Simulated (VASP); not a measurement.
Input of a VASP 6.6.1 run:

File INCAR:

```
SYSTEM = NiO
  PREC = Accurate
  ENCUT = 520
  EDIFF = 1E-6
  ISMEAR = 0
  SIGMA = 0.05
  LREAL = .FALSE.
  LASPH = .TRUE.
  NELM = 150
  ALGO = Normal
  ISIF = 2
  LWAVE = .FALSE.
  LCHARG = .TRUE.
  ISPIN = 2
  MAGMOM = 1.91 0.21
  LORBIT = 11
  LMAXMIX = 4
  LDAU = .TRUE.
  LDAUTYPE = 2
  LDAUL = 2 -1
  LDAUU = 6.2 0
  LDAUJ = 0 0
  LDAUPRINT = 1
  GGA = PE
  LELF = .TRUE.
  LVHAR = .TRUE.
  NBANDS = 19
```

KPOINTS

```
regular mesh
0
G
  12 12 12
  0 0 0
```

POSCAR

```
NiO
1.0
    0.0000000000      2.3470847919      2.1337134472
    2.3470847919      0.0000000000      2.1337134472
    2.3470847919      2.3470847919      0.0000000000
Ni O
1 1
Direct
    0.0000000000      0.0000000000      0.0000000000
    0.5000000000      0.5000000000      0.5000000000
```

Potentials or basis: VASP PAW PBE potentials, release 64 (Ni, O).

The run is started by

```bash
$ cat potpaw_PBE.64/Ni/POTCAR potpaw_PBE.64/O/POTCAR > POTCAR
$ mpirun -np 1 vasp_std > vasp.out
```

Estimate the net moment.

2.00 μB per cell.

What does it give for the pressure?

-24.4 GPa.

What does it give for the band gap on the k mesh?

1.28 eV (least direct gap 1.69 eV).

Eigenvalues of the final occupation matrices:
```tsv
site	spin	trace	eigenvalues
site 1 d	1	4.95	0.98 0.98 0.98 1.00 1.01
site 1 d	2	3.14	0.08 0.12 0.98 0.98 0.98
```

Caveat: the cell differs from its parent crystal (strain +0.1000 x Voigt [1, 1, 0, 0, 0, 0]); the cell stands under tension; a cell with one magnetic atom can't hold antiferromagnetic order, which such compounds often take. A k mesh can miss the band edges.
